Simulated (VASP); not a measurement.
# GaSi16 (a cell with a defect) in VASP: single point with PBE+D3(BJ)

Aim: the single point of GaSi16 (a cell with a defect) with PBE+D3(BJ).

Program: VASP 6.6.1. These are calculated values, not measurements. Logs are shortened: lines on timing, memory, paths and dates and some standing lists are left out, and cuts for length are marked.

## 1. The cell of the first run

The cell holds a defect, 17 atoms: a = 7.679 Å, b = 7.679 Å, c = 7.679 Å, α = 60.00°, β = 60.00°, γ = 60.00°.

## 2. Single point, PBE+D3(BJ), collinear spin, zero start

INCAR

```
SYSTEM = GaSi16
PREC = Accurate ; ENCUT = 520
EDIFF = 1E-7 ; ISMEAR = 0
SIGMA = 0.05 ; LREAL = Auto
LASPH = .True. ; NELM = 150
ALGO = Normal ; ISIF = 2
LWAVE = .False. ; LCHARG = .False.
ISPIN = 2 ; MAGMOM = 0 0 0 0 0 0 0 0 0 0 0 0 0 0 0 0 0
LORBIT = 11 ; GGA = PE
IVDW = 12 ; NBANDS = 56
```

KPOINTS

```
Automatic mesh
0
Gamma
  2 2 2
  0 0 0
```

POSCAR

```
GaSi16
1.0
    0.0000000000      5.4300000000      5.4300000000
    5.4300000000      0.0000000000      5.4300000000
    5.4300000000      5.4300000000      0.0000000000
Si Ga
16 1
Direct
    0.0198179558      0.0203767035     -0.0595291897
    0.1143839779      0.1151132597      0.1151289134
   -0.0011679558     -0.0006629834      0.4884609576
    0.1447940147      0.1452571823      0.5655378453
   -0.0307174033      0.5108730203      0.0097207182
    0.1148767035      0.6561811234      0.1147332413
   -0.0010051565      0.5142780847      0.4881139963
    0.1112296501      0.6265543278      0.6363559853
    0.5103628913     -0.0302527624      0.0099162983
    0.6557512891      0.1153525783      0.1149523941
    0.5137819521     -0.0006001842      0.4883073665
    0.6260756906      0.1116224678      0.6365364641
    0.5105831492      0.5109553407      0.0096093002
    0.6052217311      0.6055845304      0.1843368324
    0.4801986188      0.4806210866      0.5593072744
    0.6262195212      0.6266060773      0.6362546961
    0.3125252302      0.3129121547      1.0623550645
```

Potentials or basis: VASP PAW PBE potentials, release 64 (Si, Ga_d).

Run with:

```console
$ cat potpaw_PBE.64/Si/POTCAR potpaw_PBE.64/Ga_d/POTCAR > POTCAR
$ mpirun -np 1 vasp_std > vasp.out
```

OUTCAR:

```text
SYSTEM = GaSi16
   PREC = Accurate
   ENCUT = 520
   EDIFF = 1E-7
   ISMEAR = 0
   LREAL = Auto
   LASPH = .True.
   NELM = 150
   ISIF = 2
   ISPIN = 2
   LORBIT = 11
   GGA = PE
   IVDW = 12
 IVDW          = 12

 ion  position               nearest neighbor table
   1  0.020  0.020  0.940-   2 2.31  10 2.31   6 2.31   4 2.35
   2  0.114  0.115  0.115-   1 2.31   3 2.34  17 2.42   5 2.49   9 2.49
   3  0.999  0.999  0.488-   4 2.33  12 2.34   8 2.34   2 2.34
   4  0.145  0.145  0.566-   3 2.33  11 2.33   7 2.33   1 2.35
   5  0.969  0.511  0.010-  14 2.31   8 2.34  17 2.42   2 2.49   6 2.49
   6  0.115  0.656  0.115-   1 2.31   7 2.34  17 2.42  13 2.49   5 2.49
   7  0.999  0.514  0.488-   4 2.33   8 2.34  16 2.34   6 2.34
   8  0.111  0.627  0.636-  15 2.33   7 2.34   3 2.34   5 2.34
   9  0.510  0.970  0.010-  14 2.31  12 2.34  17 2.42   2 2.49  10 2.49
  10  0.656  0.115  0.115-   1 2.31  11 2.34  17 2.42  13 2.49   9 2.49
  11  0.514  0.999  0.488-   4 2.33  12 2.34  16 2.34  10 2.34
  12  0.626  0.112  0.637-  15 2.33   3 2.34  11 2.34   9 2.34
  13  0.511  0.511  0.010-  14 2.31  16 2.34  17 2.42  10 2.49   6 2.49
  14  0.605  0.606  0.184-  13 2.31   5 2.31   9 2.31  15 2.35
  15  0.480  0.481  0.559-  16 2.33   8 2.33  12 2.33  14 2.35
  16  0.626  0.627  0.636-  15 2.33   7 2.34  11 2.34  13 2.34
  17  0.313  0.313  0.062-   9 2.42   6 2.42  10 2.42   2 2.42   5 2.42  13 2.42

  LATTYP: Found a face centered cubic cell.
 ALAT       =    10.8600000000

  Lattice vectors:

 A1 = (   0.0000000000,   5.4300000000,   5.4300000000)
 A2 = (   5.4300000000,   0.0000000000,   5.4300000000)
 A3 = (   5.4300000000,   5.4300000000,   0.0000000000)

Analysis of symmetry for initial positions (statically):
=====================================================================
 Subroutine PRICEL returns:
 Original cell was already a primitive cell.

 Routine SETGRP: Setting up the symmetry group for a
 face centered cubic supercell.

 Subroutine GETGRP returns: Found  1 space group operations
 (whereof  1 operations were pure point group operations)
 out of a pool of 48 trial point group operations.

The static configuration has the point symmetry C_1 .

Analysis of symmetry for dynamics (positions and initial velocities):
=====================================================================
 Subroutine PRICEL returns:
 Original cell was already a primitive cell.

 Routine SETGRP: Setting up the symmetry group for a
 face centered cubic supercell.

 Subroutine GETGRP returns: Found  1 space group operations
 (whereof  1 operations were pure point group operations)
 out of a pool of 48 trial point group operations.

The dynamic configuration has the point symmetry C_1 .

Analysis of structural, dynamic, and magnetic symmetry:
[... 173 lines left out ...]
  energy without entropy =      -84.91385049  energy(sigma->0) =      -84.92050050

 E-fermi :   6.7243     XC(G=0):  -9.7481

 val. band max:        6.6942365658   @ k =   0.5000   0.5000   0.5000
 cond. band min:       6.7423677707   @ k =   0.0000   0.0000   0.0000
 fundamental gap:      0.0481312048
 Fermi energy:         6.7243467858

 spin component 1

 k-point     1 :       0.0000    0.0000    0.0000
  band No.  band energies     occupation
      1      -8.6565      1.00000
      2      -8.6561      1.00000
      3      -8.5703      1.00000
      4      -8.4851      1.00000
      5      -8.4850      1.00000
      6      -6.0516      1.00000
[... 413 lines left out ...]
     49      10.3472      0.00000
     50      10.4936      0.00000
 Fermi energy:         6.7243467858

 spin component 2

 k-point     1 :       0.0000    0.0000    0.0000
  band No.  band energies     occupation
      1      -8.6565      1.00000
      2      -8.6561      1.00000
      3      -8.5703      1.00000
      4      -8.4851      1.00000
      5      -8.4850      1.00000
      6      -6.0516      1.00000
[... 413 lines left out ...]
     49      10.3472      0.00000
     50      10.4936      0.00000
 [bands above 50 left out]

------------------------ aborting loop because EDIFF is reached ----------------------------------------

 Edisp (eV)   -5.62336

 E8    (eV) :    -2.3447

  FORCE on cell =-STRESS in cart. coord.  units (eV):
  Direction    XX          YY          ZZ          XY          YZ          ZX
  --------------------------------------------------------------------------------------
  -------------------------------------------------------------------------------------
  Total       5.73906     5.75871     5.76753    -1.88214     1.93044     1.90062
  in kB      28.71586    28.81416    28.85831    -9.41742     9.65913     9.50991
  external pressure =       28.80 kB  Pullay stress =        0.00 kB

 VOLUME and BASIS-vectors are now :
 -----------------------------------------------------------------------------
  energy-cutoff  :      520.00
  volume of cell :      320.21
      direct lattice vectors                 reciprocal lattice vectors
     0.000000000  5.430000000  5.430000000    -0.092081031  0.092081031  0.092081031
     5.430000000  0.000000000  5.430000000     0.092081031 -0.092081031  0.092081031
     5.430000000  5.430000000  0.000000000     0.092081031  0.092081031 -0.092081031

 POSITION                                       TOTAL-FORCE (eV/Angst)
 -----------------------------------------------------------------------------------
      5.21740      5.21437      0.21826         0.005921      0.006262     -0.005616
      1.25021      1.24625      1.24617        -0.004088      0.000000     -0.037405
      8.07874      8.07600     10.85006        -0.004314     -0.004736      0.005871
      3.85962      3.85710      1.57498        -0.005896     -0.006664      0.006526
      2.82682      5.31599      8.03725         0.001946     -0.038590     -0.002659
      4.18607      1.24678      4.18684         0.041359     -0.005236      0.000210
[... 9 lines left out ...]
      6.85733      6.85523      6.80284         0.003833      0.004727     -0.005856
      2.03770      2.03560      3.39613         0.001009     -0.000397      0.002329
 -----------------------------------------------------------------------------------
    total drift:                                0.001965      0.001312     -0.000948

  FREE ENERGIE OF THE ION-ELECTRON SYSTEM (eV)
  ---------------------------------------------------
  free  energy   TOTEN  =       -90.5505148094 eV

  energy  without entropy=      -90.5372147802  energy(sigma->0) =      -90.54386479

 total charge

# of ion       s       p       d       tot
------------------------------------------
    1        0.760   0.956   0.000   1.716
    2        0.760   0.913   0.000   1.673
    3        0.745   0.949   0.000   1.694
    4        0.744   0.950   0.000   1.693
    5        0.760   0.913   0.000   1.673
    6        0.760   0.913   0.000   1.673
[... 9 lines left out ...]
   16        0.745   0.949   0.000   1.694
   17        1.031   0.851  10.043  11.924
--------------------------------------------------
tot         13.066  15.831  10.043  38.940

 magnetization (x)

# of ion       s       p       d       tot
------------------------------------------
    1       -0.000  -0.000   0.000  -0.000
    2       -0.000  -0.000   0.000  -0.000
    3       -0.000  -0.000   0.000  -0.000
    4        0.000   0.000   0.000   0.000
    5       -0.000  -0.000   0.000  -0.000
    6       -0.000  -0.000   0.000  -0.000
[... 9 lines left out ...]
   16       -0.000  -0.000   0.000  -0.000
   17       -0.000  -0.000  -0.000  -0.000
--------------------------------------------------
tot         -0.000  -0.000  -0.000  -0.000
```

Run time: 4.4 min. Hardware: 1 thread of Intel Xeon 6975P-C (Granite Rapids), shared host; peak memory 0.72 GiB.

What came out:

```
Free energy                                           : -90.5505 eV
Pressure                                              : 2.9 GPa
Largest force                                         : 0.042 eV/Å
Net moment                                            : 0.00 μB per cell
Valence electrons inside the program's atomic spheres : Si 1.72, 1.67, 1.69; Ga 11.92
Dispersion energy per atom                            : -0.331 eV
```

Forces on the atoms (eV/Å):
```
Si   0.006  0.006 -0.006
Si  -0.004  0.000 -0.037
Si  -0.004 -0.005  0.006
Si  -0.006 -0.007  0.007
Si   0.002 -0.039 -0.003
Si   0.041 -0.005  0.000
Si  -0.006 -0.004  0.005
Si   0.004  0.007 -0.005
Si  -0.038  0.002 -0.002
Si  -0.006  0.039 -0.002
Si  -0.004 -0.006  0.005
Si   0.008  0.005 -0.005
Si   0.003  0.002  0.039
Si  -0.006 -0.006  0.006
Si   0.007  0.006 -0.005
Si   0.004  0.005 -0.006
Ga   0.001  0.000  0.002
```

Levels at points of the mesh, in eV from the Fermi level:
Spin up:
```csv
k point,band 36,band 37,band 38,band 39,band 40,band 41
"(0.00, 0.00, 0.00)",-0.89,-0.52,-0.48,-0.48,0.02,0.02
"(0.50, 0.00, 0.00)",-1.34,-1.31,-0.27,-0.03,0.48,0.84
"(0.00, 0.50, 0.00)",-1.34,-1.31,-0.27,-0.03,0.48,0.84
"(0.00, 0.00, 0.50)",-1.16,-1.16,-0.92,0.22,0.59,0.59
"(0.50, 0.50, 0.50)",-1.34,-1.31,-0.27,-0.03,0.48,0.84
"(0.50, 0.50, 0.00)",-1.79,-1.72,-0.11,0.11,0.93,1.54
"(0.00, 0.50, 0.50)",-1.79,-1.72,-0.11,0.11,0.93,1.54
"(0.50, 0.00, 0.50)",-1.79,-1.72,-0.11,0.11,0.93,1.54
```
Spin down:
```
           k point  band 36  band 37  band 38  band 39  band 40  band 41
(0.00, 0.00, 0.00)    -0.89    -0.52    -0.48    -0.48     0.02     0.02
(0.50, 0.00, 0.00)    -1.34    -1.31    -0.27    -0.03     0.48     0.84
(0.00, 0.50, 0.00)    -1.34    -1.31    -0.27    -0.03     0.48     0.84
(0.00, 0.00, 0.50)    -1.16    -1.16    -0.92     0.22     0.59     0.59
(0.50, 0.50, 0.50)    -1.34    -1.31    -0.27    -0.03     0.48     0.84
(0.50, 0.50, 0.00)    -1.79    -1.72    -0.11     0.11     0.93     1.54
(0.00, 0.50, 0.50)    -1.79    -1.72    -0.11     0.11     0.93     1.54
(0.50, 0.00, 0.50)    -1.79    -1.72    -0.11     0.11     0.93     1.54
```

Caveat: the k points lie up to 0.50 Å⁻¹ apart.
